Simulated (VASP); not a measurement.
# Ir in VASP: further runs

The runs below take Ir through single point, relaxation of cell and atoms, with r2SCAN.

Program: VASP 6.6.1. These are calculated values, not measurements. Logs are shortened: lines on timing, memory, paths and dates and some standing lists are left out, and cuts for length are marked.

## Step 1: The cell of the first run

Symmetry: Fm-3m, No. 225, cubic system. Conventional cell: a = 3.844 Å, b = 3.844 Å, c = 3.844 Å, α = 90.00°, β = 90.00°, γ = 90.00°. Within 3.6 Å of Ir (site symmetry m-3m) lie 12 Ir at 2.72 Å.

## Step 2: Single point, r2SCAN

Contents of POSCAR:

```
Ir
1.0
    0.0000000000      1.9220887785      1.9220887785
    1.9220887785      0.0000000000      1.9220887785
    1.9220887785      1.9220887785      0.0000000000
Ir
1
Direct
    0.0000000000      0.0000000000      0.0000000000
```

Contents of INCAR.step1:

```
PREC = Accurate ; ENCUT = 620
ISMEAR = 0 ; SIGMA = 0.1
LREAL = F ; LASPH = T
NELM = 120 ; NBANDS = 14
GGA = PE ; ALGO = Normal
EDIFF = 1E-5 ; LWAVE = T
LCHARG = F ; GGA_COMPAT = F
```

Contents of INCAR.step2:

```
PREC = Accurate ; ENCUT = 620
EDIFF = 1E-6 ; ISMEAR = 0
SIGMA = 0.1 ; LREAL = F
LASPH = T ; NELM = 120
ALGO = Normal ; ISIF = 2
LWAVE = F ; LCHARG = T
METAGGA = R2SCAN ; LMIXTAU = T
LELF = T ; LVHAR = T
NBANDS = 14 ; ISTART = 1
GGA_COMPAT = F
```

Contents of KPOINTS:

```
Automatic mesh
0
Gamma
  18 18 18
```

Potentials or basis: VASP PAW PBE potentials, release 64 (Ir_sv_GW).

The run is started by

```
cat potpaw_PBE.64/Ir_sv_GW/POTCAR > POTCAR
cp INCAR.step1 INCAR
mpirun -np 1 vasp_std > vasp.out
cp INCAR.step2 INCAR
mpirun -np 1 vasp_std > vasp.out
```

OUTCAR:

```text
PREC = Accurate
   ENCUT = 620
   EDIFF = 1E-6
   ISMEAR = 0
   LREAL = F
   LASPH = T
   NELM = 120
   ISIF = 2
   METAGGA = R2SCAN
   ISTART = 1

 ion  position               nearest neighbor table
   1  0.000  0.000  0.000-

  LATTYP: Found a face centered cubic cell.
 ALAT       =     3.8441775570

  Lattice vectors:

 A1 = (   0.0000000000,   1.9220887785,   1.9220887785)
 A2 = (   1.9220887785,   0.0000000000,   1.9220887785)
 A3 = (   1.9220887785,   1.9220887785,   0.0000000000)

Analysis of symmetry for initial positions (statically):
=====================================================================
 Subroutine PRICEL returns:
 Original cell was already a primitive cell.

 Routine SETGRP: Setting up the symmetry group for a
 face centered cubic supercell.

 Subroutine GETGRP returns: Found 48 space group operations
 (whereof 48 operations were pure point group operations)
 out of a pool of 48 trial point group operations.

The static configuration has the point symmetry O_h .

Analysis of symmetry for dynamics (positions and initial velocities):
=====================================================================
 Subroutine PRICEL returns:
 Original cell was already a primitive cell.

 Routine SETGRP: Setting up the symmetry group for a
 face centered cubic supercell.

 Subroutine GETGRP returns: Found 48 space group operations
 (whereof 48 operations were pure point group operations)
 out of a pool of 48 trial point group operations.

The dynamic configuration has the point symmetry O_h .

 Subroutine INISYM returns: Found 48 space group operations
 (whereof 48 operations are pure point group operations),
 and found     1 'primitive' translations

----------------------------------------------------------------------------------------

                                     Primitive cell

  volume of cell :      14.2020

  direct lattice vectors                    reciprocal lattice vectors
     0.000000000  1.922088779  1.922088779    -0.260133666  0.260133666  0.260133666
     1.922088779  0.000000000  1.922088779     0.260133666 -0.260133666  0.260133666
     1.922088779  1.922088779  0.000000000     0.260133666  0.260133666 -0.260133666

  length of vectors
     2.718244019  2.718244019  2.718244019     0.450564726  0.450564726  0.450564726

  position of ions in fractional coordinates (direct lattice)
     0.000000000  0.000000000  0.000000000

  ion indices of the primitive-cell ions
   primitive index   ion index
                 1           1

[... 82 lines left out ...]
   NELECT =      17.0000    total number of electrons
   NUPDOWN=      -1.0000    fix difference up-down
   EMIN   =  10.00;   EMAX   =-10.00  energy-range for DOS
   EFERMI =   0.00;   METHOD = LEGACY
   ISMEAR =     0;   SIGMA  =   0.10  broadening in eV -4-tet -1-fermi 0-gaus
   EFERMI_NEDOS =   21; number of points for ismear=-14 and -15
   IALGO  =     38    algorithm
   IMIX   =      4    mixing-type and parameters
     AMIX     =   0.40;   BMIX     =  1.00
     AMIX_MAG =   1.60;   BMIX_MAG =  1.00
  volume/ion in A,a.u.               =      14.20        95.84
  Fermi-wavevector in a.u.,A,eV,Ry     =   1.738232  3.284782 41.109321  3.021450
  Thomas-Fermi vector in A             =   2.811304
   LORBIT       =      0    0 simple, 1 ext, 2 COOP (PROOUT), +10 PAW based schemes
   METAGGA = R2SCAN    functional components
   LHFCALC =     F    Hartree Fock is set to
   AEXX    =    0.0000 exact exchange contribution
   IVDW    =     0    specifies the selected vdW correction
   LEPSILON=     F    determine dielectric tensor
   LRPA    =     F    only Hartree local field effects (RPA)
 non-spin polarized calculation
 Gauss-broadening in eV      SIGMA  =   0.10
  energy-cutoff  :      620.00
  volume of cell :       14.20
 maximum number of plane-waves:       531
 NGX is ok and might be reduce to    24
   NGX = 11   NGY = 11   NGZ = 11

 number of electron      17.0000000 magnetization

 Free energy of the ion-electron system (eV)
  ---------------------------------------------------
  ext. energy  EPLUGINS =         0.00000000
  ---------------------------------------------------
  free energy    TOTEN  =       -52.91198847 eV

  energy without entropy =      -52.90706206  energy(sigma->0) =      -52.90952527

 E-fermi :  12.6266     XC(G=0): -15.8702

 val. band max:       12.6164711855   @ k =   0.3333   0.1111   0.0556
 cond. band min:      12.6290525309   @ k =   0.5000   0.2222   0.1111
 fundamental gap:      0.0125813454
 Fermi energy:        12.6266060024

 k-point     1 :       0.0000    0.0000    0.0000
  band No.  band energies     occupation
      1     -82.4608      2.00000
      2     -38.2573      2.00000
      3     -38.2573      2.00000
      4     -38.2573      2.00000
      5       1.1284      2.00000
      6       8.6140      2.00000
      7       8.6140      2.00000
      8       8.6140      2.00000
      9      11.3052      2.00000
     10      11.3052      2.00000
     11      26.8644      0.00000
     12      32.6409      0.00000
     13      32.6409      0.00000
     14      32.6409      0.00000
[... 377 lines left out ...]
      1     -82.4242      2.00000
      2     -38.6608      2.00000
      3     -38.3402      2.00000
      4     -38.3038      2.00000
      5       3.4316      2.00000
      6       7.9174      2.00000
      7       9.0617      2.00000
      8       9.1558      2.00000
      9      11.0288      2.00000
     10      11.9177      2.00000
     11      27.2228      0.00000
     12      29.7615      0.00000
     13      35.1959      0.00000
     14      36.4636      0.00000

 [... further k-points ...]

------------------------ aborting loop because EDIFF is reached ----------------------------------------

  FORCE on cell =-STRESS in cart. coord.  units (eV):
  Direction    XX          YY          ZZ          XY          YZ          ZX
  --------------------------------------------------------------------------------------
  -------------------------------------------------------------------------------------
  Total       -0.0825858     -0.0825858     -0.0825858     -0.0000000     -0.0000000     -0.0000000
  in kB       -9.3167806     -9.3167806     -9.3167806     -0.0000000     -0.0000000     -0.0000000
  external PRESSURE =      -9.3167806 kB  Pullay stress =       0.0000000 kB

 VOLUME and BASIS-vectors are now :
 -----------------------------------------------------------------------------
  energy-cutoff  :      620.00
  volume of cell :       14.20
      direct lattice vectors                 reciprocal lattice vectors
     0.000000000  1.922088779  1.922088779    -0.260133666  0.260133666  0.260133666
     1.922088779  0.000000000  1.922088779     0.260133666 -0.260133666  0.260133666
     1.922088779  1.922088779  0.000000000     0.260133666  0.260133666 -0.260133666

 POSITION                                       TOTAL-FORCE (eV/Angst)
 -----------------------------------------------------------------------------------
      0.00000      0.00000      0.00000         0.000000     -0.000000     -0.000000
 -----------------------------------------------------------------------------------
    total drift:                                0.000000      0.000000      0.000000

  FREE ENERGIE OF THE ION-ELECTRON SYSTEM (eV)
  ---------------------------------------------------
  free  energy   TOTEN  =       -52.9119884726 eV

  energy  without entropy=      -52.9070620591  energy(sigma->0) =      -52.90952527
```

OSZICAR.step1:

```text
N       E                     dE             d eps       ncg     rms          rms(c)
DAV:   1     0.131728096584E+03    0.13173E+03   -0.12539E+04  5546   0.144E+03
DAV:   2    -0.844462863657E+01   -0.14017E+03   -0.13441E+03  6816   0.431E+02
DAV:   3    -0.105097522077E+02   -0.20651E+01   -0.20539E+01  6042   0.499E+01
DAV:   4    -0.105132168604E+02   -0.34647E-02   -0.34646E-02  6414   0.251E+00
DAV:   5    -0.105132247747E+02   -0.79143E-05   -0.79129E-05  6054   0.115E-01    0.691E+01
DAV:   6    -0.951317483781E+01    0.10000E+01   -0.13494E+00  5742   0.126E+01    0.371E+01
DAV:   7    -0.943465384995E+01    0.78521E-01   -0.41327E-01  6204   0.652E+00    0.656E+00
DAV:   8    -0.941870404799E+01    0.15950E-01   -0.60415E-02  5514   0.307E+00    0.598E-01
DAV:   9    -0.941871001328E+01   -0.59653E-05   -0.75566E-04  6156   0.339E-01    0.276E-01
DAV:  10    -0.941861800974E+01    0.92004E-04   -0.13601E-04  5916   0.171E-01    0.209E-01
DAV:  11    -0.941861924532E+01   -0.12356E-05   -0.54892E-06  2898   0.310E-02
   1 F= -.94186192E+01 E0= -.94160663E+01  d E =-.510586E-02
```

Run time: 91 s. Hardware: 1 thread of Intel Xeon Platinum 8375C at 2.90GHz (Ice Lake), shared host; peak memory 0.19 GiB.

Results:

* Free energy: -52.9120 eV
* Pressure: -0.9 GPa
* Band gap on the k mesh: zero (an odd number of electrons rules out a gap without spin polarisation)

Caveat: the PAW data sets were made with another functional, which shifts forces and pressure a little; spin-orbit coupling is left out, which moves the levels of the heavy elements.

## Step 3: Relaxation of cell and atoms, r2SCAN

Contents of POSCAR:

```
Ir
1.0
   -1.3644556398      1.3644556398      1.9070528052
    1.3644556398     -1.3644556398      1.9070528052
    1.3644556398      1.3644556398     -1.9070528052
Ir
1
Direct
    0.5000000000      0.5000000000      0.0000000000
```

Contents of INCAR.step1:

```
PREC     = Accurate       # precision mode
ENCUT    = 600            # plane-wave cutoff, eV
ISMEAR   = 0              # smearing method
SIGMA    = 0.1            # smearing width, eV
LREAL    = F              # projectors in reciprocal space
LASPH    = T              # aspherical terms in the spheres
NELM     = 100            # most SCF steps
GGA      = PE             # functional
ALGO     = Normal         # electronic algorithm
EDIFF    = 1E-4           # SCF threshold, eV
LWAVE    = T              # write WAVECAR
LCHARG   = F              # write CHGCAR
KPAR     = 4
```

Contents of INCAR.step2:

```
PREC     = Accurate       # precision mode
ENCUT    = 600            # plane-wave cutoff, eV
EDIFF    = 1E-6           # SCF threshold, eV
ISMEAR   = 0              # smearing method
SIGMA    = 0.1            # smearing width, eV
LREAL    = F              # projectors in reciprocal space
LASPH    = T              # aspherical terms in the spheres
NELM     = 100            # most SCF steps
ALGO     = Normal         # electronic algorithm
ISIF     = 3              # what is computed and relaxed
LWAVE    = F              # write WAVECAR
LCHARG   = F              # write CHGCAR
METAGGA  = R2SCAN         # meta-GGA
LMIXTAU  = T            
IBRION   = 2              # ionic algorithm
NSW      = 100            # ionic steps
EDIFFG   = -0.01          # ionic threshold
ISTART   = 1            
KPAR     = 4
```

Contents of KPOINTS:

```
regular mesh
0
Gamma
  28 28 28
```

Potentials or basis: VASP PAW PBE potentials, release 64 (Ir).

The run is started by

```
cat potpaw_PBE.64/Ir/POTCAR > POTCAR
cp INCAR.step1 INCAR
mpirun -np 4 vasp_std > vasp.out
cp INCAR.step2 INCAR
mpirun -np 4 vasp_std > vasp.out
```

It took 22 min on 4 MPI ranks of Oxide Virtual Turin-like, shared host; peak memory 0.36 GiB.

Results (log left out):

| Item | Value |
| --- | --- |
| Free energy | -52.3677 eV |
| Relaxed volume | 14.30 Å³/atom |
| Relaxed cell | a = 2.724 Å, b = 2.724 Å, c = 2.724 Å, α = 120.00°, β = 120.00°, γ = 89.99° |
| Space group after relaxing (to 0.1 Å) | Fm-3m (No. 225) |
| Energy gained by relaxing | 2.3 meV/atom |
| Ionic steps | 5 |
| Pressure after relaxing | 0.0 GPa |
| Band gap on the k mesh | zero (an odd number of electrons rules out a gap without spin polarisation) |

Step by step:
```tsv
step	energy change (eV)	largest force (eV/Å)	pressure (GPa)	volume (Å³)
1	0.0000	0.0000	2.60	14.20
2	0.0097	0.0000	-9.31	14.68
3	-0.0017	0.0000	-0.94	14.33
4	-0.0019	0.0000	0.85	14.27
5	-0.0023	0.0000	-0.03	14.30
```

Final structure:
```cif
data_structure
_symmetry_space_group_name_H-M 'P 1'
_symmetry_Int_Tables_number 1
_cell_length_a 2.7244
_cell_length_b 2.7244
_cell_length_c 2.7244
_cell_angle_alpha 120.003
_cell_angle_beta 120.003
_cell_angle_gamma 89.994
_cell_volume 14.30
loop_
_atom_site_label
_atom_site_type_symbol
_atom_site_fract_x
_atom_site_fract_y
_atom_site_fract_z
_atom_site_occupancy
Ir1 Ir 0.50000 0.50000 0.00000 1
```

Levels at points of the mesh, in eV from the Fermi level:
```
           k point  band 1  band 2  band 3  band 4  band 5  band 6  band 7  band 8
(0.00, 0.00, 0.00)  -11.39   -3.92   -3.92   -3.92   -1.25   -1.25   15.15   20.95
(0.50, 0.00, 0.00)   -8.28   -4.07   -4.07   -0.65    0.93    0.94    7.57   14.77
(0.50, 0.50, 0.00)   -8.06   -7.49    0.84    1.56    1.56    1.80   10.95   12.30
(0.50, 0.50, 0.50)   -8.06   -7.49    0.84    1.56    1.56    1.80   10.94   12.30
```

Caveat: the PAW data sets were made with another functional, which shifts forces and pressure a little; spin-orbit coupling is left out, which moves the levels of the heavy elements.
